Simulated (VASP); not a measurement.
# CdSe (Fm-3m) in VASP: further runs, part 2 of 2

VASP 6.6.1. Earlier steps stand in the parts before.

## (3) Relaxation of cell and atoms, PBEsol+D4

INCAR

```
PREC = Accurate
ENCUT = 600
EDIFF = 1E-7
ISMEAR = -1
SIGMA = 0.05
LREAL = F
LASPH = T
NELM = 60
ALGO = Normal
ISIF = 3
LWAVE = F
LCHARG = F
GGA = PS
IVDW = 13
IBRION = 2
NSW = 60
EDIFFG = -0.01
```

KPOINTS

```
regular mesh
0
Gamma
  8 8 8
```

POSCAR

```
CdSe
1.0
    0.0000000000      2.8739580000      2.8739580000
    2.8739580000      0.0000000000      2.8739580000
    2.8739580000      2.8739580000      0.0000000000
Cd Se
1 1
Direct
    0.0000000000      0.0000000000      0.0000000000
    0.5000000000      0.5000000000      0.5000000000
```

Potentials or basis: VASP PAW PBE potentials, release 64 (Cd, Se).

Started as:

```sh
> cat potpaw_PBE.64/Cd/POTCAR potpaw_PBE.64/Se/POTCAR > POTCAR
> mpirun -np 1 vasp_std > vasp.out
```

OUTCAR:

```text
PREC = Accurate
   ENCUT = 600
   EDIFF = 1E-7
   ISMEAR = -1
   LREAL = F
   LASPH = T
   NELM = 60
   ISIF = 3
   GGA = PS
   IVDW = 13
   IBRION = 2
   NSW = 60
   EDIFFG = -0.01

 ion  position               nearest neighbor table
   1  0.000  0.000  0.000-   2 2.87   2 2.87   2 2.87   2 2.87   2 2.87   2 2.87
   2  0.500  0.500  0.500-   1 2.87   1 2.87   1 2.87   1 2.87   1 2.87   1 2.87

  LATTYP: Found a face centered cubic cell.
 ALAT       =     5.7479160000

  Lattice vectors:

 A1 = (   0.0000000000,   2.8739580000,   2.8739580000)
 A2 = (   2.8739580000,   0.0000000000,   2.8739580000)
 A3 = (   2.8739580000,   2.8739580000,   0.0000000000)

Analysis of symmetry for initial positions (statically):
=====================================================================
 Subroutine PRICEL returns:
 Original cell was already a primitive cell.

 Routine SETGRP: Setting up the symmetry group for a
 face centered cubic supercell.

 Subroutine GETGRP returns: Found 48 space group operations
 (whereof 48 operations were pure point group operations)
 out of a pool of 48 trial point group operations.

The static configuration has the point symmetry O_h .

Analysis of symmetry for dynamics (positions and initial velocities):
=====================================================================
 Subroutine PRICEL returns:
 Original cell was already a primitive cell.

 Routine SETGRP: Setting up the symmetry group for a
 face centered cubic supercell.

 Subroutine GETGRP returns: Found 48 space group operations
 (whereof 48 operations were pure point group operations)
 out of a pool of 48 trial point group operations.

The dynamic configuration has the point symmetry O_h .

 Subroutine INISYM returns: Found 48 space group operations
 (whereof 48 operations are pure point group operations),
 and found     1 'primitive' translations

----------------------------------------------------------------------------------------

                                     Primitive cell

  volume of cell :      47.4757

  direct lattice vectors                    reciprocal lattice vectors
     0.000000000  2.873958000  2.873958000    -0.173976098  0.173976098  0.173976098
[... 103 lines left out ...]
   IALGO  =     38    algorithm
   IMIX   =      4    mixing-type and parameters
     AMIX     =   0.40;   BMIX     =  1.00
     AMIX_MAG =   1.60;   BMIX_MAG =  1.00
  volume/ion in A,a.u.               =      23.74       160.19
  Fermi-wavevector in a.u.,A,eV,Ry     =   1.184882  2.239103 19.101849  1.403946
  Thomas-Fermi vector in A             =   2.321088
   LORBIT       =      0    0 simple, 1 ext, 2 COOP (PROOUT), +10 PAW based schemes
   GGA     = PS    functional components
   LHFCALC =     F    Hartree Fock is set to
   AEXX    =    0.0000 exact exchange contribution
   IVDW    =    13    specifies the selected vdW correction
   LEPSILON=     F    determine dielectric tensor
   LRPA    =     F    only Hartree local field effects (RPA)
 conjugate gradient relaxation of ions
 non-spin polarized calculation
  energy-cutoff  :      600.00
  volume of cell :       47.48
 maximum number of plane-waves:      1604
   NGX = 17   NGY = 17   NGZ = 17

--------------------------------------- Ionic step        1  -------------------------------------------

 number of electron      17.9999995 magnetization

 Free energy of the ion-electron system (eV)
  ---------------------------------------------------
  ext. energy  EPLUGINS =         0.00000000
  ---------------------------------------------------
  free energy    TOTEN  =        -5.96149633 eV

  energy without entropy =       -5.95845949  energy(sigma->0) =       -5.95997791

------------------------ aborting loop because EDIFF is reached ----------------------------------------

  DFT-D4 for vdW energy calculation

  Edisp (eV):   -0.44496
[... 71 lines left out ...]
--------------------------------------- Ionic step        3  -------------------------------------------

 number of electron      18.0000004 magnetization

 Free energy of the ion-electron system (eV)
  ---------------------------------------------------
  ext. energy  EPLUGINS =         0.00000000
  ---------------------------------------------------
  free energy    TOTEN  =        -5.98760058 eV

  energy without entropy =       -5.98494653  energy(sigma->0) =       -5.98627356

 E-fermi :   2.9751     XC(G=0): -10.5723

 val. band max:        2.8646179471   @ k =  -0.2500   0.1250   0.0000
 cond. band min:       3.1354534188   @ k =   0.3750   0.3750   0.0000
 fundamental gap:      0.2708354716
 Fermi energy:         2.9750664851

 k-point     1 :       0.0000    0.0000    0.0000
  band No.  band energies     occupation
      1     -10.5619      2.00000
      2      -5.1929      2.00000
      3      -5.1929      2.00000
      4      -5.1730      2.00000
      5      -5.1730      2.00000
      6      -5.1730      2.00000
      7       2.1290      2.00000
      8       2.1290      2.00000
      9       2.1290      2.00000
     10       3.1589      0.04933
     11      11.5070      0.00000
     12      11.5070      0.00000
     13      11.5070      0.00000
[... 354 lines left out ...]
  band No.  band energies     occupation
      1      -9.4677      2.00000
      2      -5.4059      2.00000
      3      -5.2690      2.00000
      4      -5.2305      2.00000
      5      -4.9832      2.00000
      6      -4.9101      2.00000
      7      -2.0977      2.00000
      8       0.7311      2.00000
      9       1.6970      2.00000
     10       6.3170      0.00000
     11       7.3656      0.00000
     12       9.8399      0.00000
     13      10.9203      0.00000

 [... further k-points ...]

------------------------ aborting loop because EDIFF is reached ----------------------------------------

  DFT-D4 for vdW energy calculation

  Edisp (eV):   -0.48001
[... 25 lines left out ...]
  FREE ENERGIE OF THE ION-ELECTRON SYSTEM (eV)
  ---------------------------------------------------
  free  energy   TOTEN  =        -6.4676071007 eV

  energy  without entropy=       -6.4649530452  energy(sigma->0) =       -6.46628007

 reached required accuracy - stopping structural energy minimisation
```

OSZICAR:

```text
N       E                     dE             d eps       ncg     rms          rms(c)
DAV:   1     0.113974894204E+03    0.11397E+03   -0.98992E+03   770   0.144E+03
DAV:   2    -0.170207277761E+01   -0.11568E+03   -0.11014E+03   859   0.303E+02
DAV:   3    -0.636631787179E+01   -0.46642E+01   -0.45998E+01   899   0.636E+01
[... 27 lines left out ...]
DAV:   5    -0.598760458502E+01    0.76765E-04   -0.34191E-04   889   0.279E-01    0.272E-02
DAV:   6    -0.598759955892E+01    0.50261E-05   -0.59368E-05   789   0.111E-01    0.146E-02
DAV:   7    -0.598760080778E+01   -0.12489E-05   -0.19929E-06   839   0.125E-02    0.482E-03
DAV:   8    -0.598760058670E+01    0.22109E-06   -0.54711E-07   764   0.892E-03    0.828E-04
DAV:   9    -0.598760058418E+01    0.25143E-08   -0.11551E-08   377   0.953E-04
   3 F= -.64676071E+01 E0= -.64662801E+01  d E =-.611499E-01
```

CONTCAR:

```text
CdSe
   1.00000000000000
    -0.0000000000000000    2.7985173874394764    2.7985173874394764
     2.7985173874394764   -0.0000000000000000    2.7985173874394764
     2.7985173874394764    2.7985173874394764    0.0000000000000000
  Cd              Se
     1     1
Direct
     0.0000000000000000    0.0000000000000000    0.0000000000000000
     0.5000000000000000    0.5000000000000000    0.5000000000000000

  0.00000000E+00  0.00000000E+00  0.00000000E+00
  0.00000000E+00  0.00000000E+00  0.00000000E+00
```

Wall time 76 s (1 thread of AMD EPYC 7R13, shared host); peak memory 0.17 GiB.

What came out:

```
Free energy                            : -6.4676 eV
Relaxed volume                         : 21.92 Å³/atom
Relaxed cell                           : a = 3.958 Å, b = 3.958 Å, c = 3.958 Å, α = 60.00°, β = 60.00°, γ = 60.00°
Space group after relaxing (to 0.05 Å) : Fm-3m (No. 225)
Energy gained by relaxing              : 30.6 meV/atom
Ionic steps                            : 3
Pressure after relaxing                : 0.0 GPa
Band gap on the k mesh                 : zero (band 9 reaches 2.86 eV, above the bottom of band 10 at 2.30 eV)
Dispersion energy per atom             : -0.240 eV
```

The path:
```csv
step,energy change (eV),largest force (eV/Å),pressure (GPa),volume (Å³)
1,0.0000,0.0000,-4.97,47.48
2,-0.0523,0.0000,2.37,42.59
3,-0.0611,0.0000,0.00,43.83
```

Final structure:
```
CELL_PARAMETERS angstrom
0.00000 2.79852 2.79852
2.79852 0.00000 2.79852
2.79852 2.79852 0.00000
ATOMIC_POSITIONS crystal
Cd 0.00000 0.00000 0.00000
Se 0.50000 0.50000 0.50000
```

Caveat: the PAW data sets were made with another functional, which shifts forces and pressure a little; pairwise dispersion overbinds metals, which lowers pressure and volume.
